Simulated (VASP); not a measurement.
A run of VASP 6.6.1:

INCAR

```
SYSTEM = Hf2Pd2Se2Br2O3
PREC = Accurate
ENCUT = 520
EDIFF = 1E-6
ISMEAR = -1
SIGMA = 0.05
LREAL = .FALSE.
LASPH = .TRUE.
NELM = 100
ALGO = Normal
ISIF = 2
LWAVE = .FALSE.
LCHARG = .FALSE.
GGA = PE
IVDW = 12
NBANDS = 53
```

KPOINTS

```
regular mesh
0
G
  6 6 2
  0 0 0
```

Contents of POSCAR:

```
Hf2Pd2Se2Br2O3
1.0
    3.6902264962     -0.0000028589      0.0000000000
   -1.8451107722      3.1958313209      0.0000000000
    0.0000000000      0.0000000000     16.1862177054
Hf Pd Se Br O
2 2 2 2 3
Direct
    0.6666666667      0.3333333333      0.9298676809
    0.3333333333      0.6666666667      0.0701323191
    0.0000000000      0.0000000000      0.3157034208
    0.0000000000      0.0000000000      0.6842965792
    0.3333333333      0.6666666667      0.2352020368
    0.6666666667      0.3333333333      0.7647979632
    0.6666666667      0.3333333333      0.4157192221
    0.3333333333      0.6666666667      0.5842807779
    0.3333333333      0.6666666667      0.9215757107
    0.6666666667      0.3333333333      0.0784242893
    0.0000000000      0.0000000000      0.0000000000
```

Potentials or basis: VASP PAW PBE potentials, release 64 (Hf_pv, Pd, Se, Br, O).

Run with:

```sh
$ cat potpaw_PBE.64/Hf_pv/POTCAR potpaw_PBE.64/Pd/POTCAR potpaw_PBE.64/Se/POTCAR potpaw_PBE.64/Br/POTCAR potpaw_PBE.64/O/POTCAR > POTCAR
$ mpirun -np 1 vasp_std > vasp.out
```

Hardware: 1 thread of Intel(R) Xeon(R) Platinum 8488C (Sapphire Rapids) (shared host).

Task: Estimate the wall time of this run.

Result: Run time: 4 min on 1 thread of Intel(R) Xeon(R) Platinum 8488C (Sapphire Rapids), with other jobs on the host, peak memory 0.4 GiB. Counts: scf iterations 26, k points 14.
